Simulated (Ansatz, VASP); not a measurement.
**P in VASP and in Ansatz**

Contents of INCAR:

```
SYSTEM = P
ALGO = Normal
EDIFF = 1E-6
EDIFFG = -0.01
ENCUT = 600
GGA = PE
IBRION = 2
ISIF = 3
ISMEAR = -1
IVDW = 13
LASPH = .True.
LCHARG = .False.
LREAL = .False.
LWAVE = .False.
NELM = 60
NSW = 60
PREC = Accurate
SIGMA = 0.05
```

The input KPOINTS:

```
k-points
0
Gamma
  11 11 11
  0 0 0
```

POSCAR

```
P
1.0
   -1.6915100431      2.5151650373      1.8589441358
    1.6915100431     -2.5151650373      1.8589441358
    1.6915100431      2.5151650373     -1.8589441358
P
2
Direct
    0.6966908900      0.9466908900      0.7500000000
    0.3033091100      0.0533091100      0.2500000000
```

Contents of input.yaml:

```yaml
crystal:
  lattice:
    - [-1.6915100431, 2.5151650373, 1.8589441358]
    - [1.6915100431, -2.5151650373, 1.8589441358]
    - [1.6915100431, 2.5151650373, -1.8589441358]
  atoms:
    - { symbol: P, position: [0.69669089, 0.94669089, 0.75] }
    - { symbol: P, position: [0.30330911, 0.05330911, 0.25] }
hamiltonian:
  xc: pbe
  pseudopotentials: { kind: paw }
  dispersion: d4
kpoints:
  mp_grid: { grid: [11, 11, 11] }
scf:
  occupations: { method: fermi_dirac, width: 0.05 }
output:
  forces: true
  stress: true
  eigenvalues: true
relax:
  f_tol: 0.01
  max_steps: 40
  cell: { stress_tol: 0.05 }
```

Alike in both runs: task relaxation of cell and atoms; functional PBE; dispersion D4; k mesh 11 × 11 × 11; occupations fermi-dirac, width 0.05 eV; no spin polarisation.

|  | VASP | Ansatz |
| --- | --- | --- |
| version | VASP 6.6.1 | Ansatz 0.2.0 |
| potentials or method | VASP PAW PBE potentials, release 64 (P) | Ansatz PAW |
| plane-wave cutoff (eV) | 600 | 420 |
| valence electrons in the cell | 10 | 10 |

|  | VASP | Ansatz | Ansatz less VASP |
| --- | --- | --- | --- |
| gap on the k mesh at the Fermi level, each at its own relaxed structure (eV) | none | none | - |
| relaxed volume (Å³/atom) | 14.86 | 14.22 | -0.644 |
| relaxed length of the cell vector where the two differ most in proportion (Å) | 3.479 | 3.428 | -0.0515 |

A gap of «none» marks a metal or a gap that the smearing closes.

Noted on Ansatz's run: the plane-wave basis is chosen anew once the cell has moved, so the energies of steps on either side of that aren't comparable.
